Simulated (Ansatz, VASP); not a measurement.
## BaTa2Tl3: VASP beside Ansatz

```
Ba Ta Tl
1.0
     6.28345    0.00000    0.00000
    -3.14173    5.44163    0.00000
     0.00000    0.00000    4.67289
Ba Ta Tl
1 2 3
Cartesian
  0.0000 0.0000 0.0000
  0.0000 3.6278 0.0000
  3.1417 1.8139 0.0000
  3.1417 0.0000 2.3364
  1.5709 2.7208 2.3364
  -1.5709 2.7208 2.3364
```

Alike in both runs: functional PBE; k mesh 6 × 6 × 8; occupations gaussian, width 0.1 eV; no spin polarisation.

Ansatz relaxed the structure, and its values are those at the end. VASP's run is a single point on that final structure, the one shown.

|  | VASP | Ansatz |
| --- | --- | --- |
| version | VASP 6.6.1 | Ansatz 0.2.0 |
| potentials or method | VASP PAW PBE potentials, release 64 (Ba_sv, Ta_pv, Tl_d), cutoff 520 eV | scalar-relativistic, plane waves, PAW |
| valence electrons in the cell | 71 | 75 |

|  | VASP | Ansatz | Ansatz less VASP |
| --- | --- | --- | --- |
| gap on the k mesh at the Fermi level (eV) | none | none | - |
| pressure (GPa) | 0.2 | 0.0 | -0.17 |

A gap of «none» marks a metal or a gap that the smearing closes. VASP's potentials hold 71 valence electrons a cell and Ansatz's 75, so a difference there can come from the potentials and not from the codes.

Spin-orbit coupling is off throughout.
